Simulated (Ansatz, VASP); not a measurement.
# One calculation of CuI, two programs

```
CELL_PARAMETERS angstrom
0.00000 2.99053 2.99053
2.99053 0.00000 2.99053
2.99053 2.99053 0.00000
ATOMIC_POSITIONS crystal
I 0.00000 0.00000 0.00000
Cu 0.75000 0.75000 0.75000
```

Alike in both runs: task single point; functional PBE; dispersion D3(BJ); k mesh 8 × 8 × 8; occupations fermi-dirac, width 0.05 eV; no spin polarisation.

```csv
,VASP,Ansatz
version,VASP 6.6.1,Ansatz 0.2.0
potentials or method,"VASP PAW PBE potentials, release 64 (I, Cu)",Ansatz PAW
plane-wave cutoff (eV),520,420
valence electrons in the cell,18,36
```

VASP gave:

```
gap on the k mesh at the Fermi level (eV) : 1.26
least direct gap on the mesh (eV)         : 1.26
pressure (GPa)                            : -0.2
```

Task: What did Ansatz give for the same quantities?

Result: gap on the k mesh at the Fermi level (eV): 1.23; least direct gap on the mesh (eV): 1.23; pressure (GPa): -0.3.

VASP's potentials hold 18 valence electrons a cell and Ansatz's 36, so a difference there can come from the potentials and not from the codes.

Neither program's run includes spin-orbit coupling.
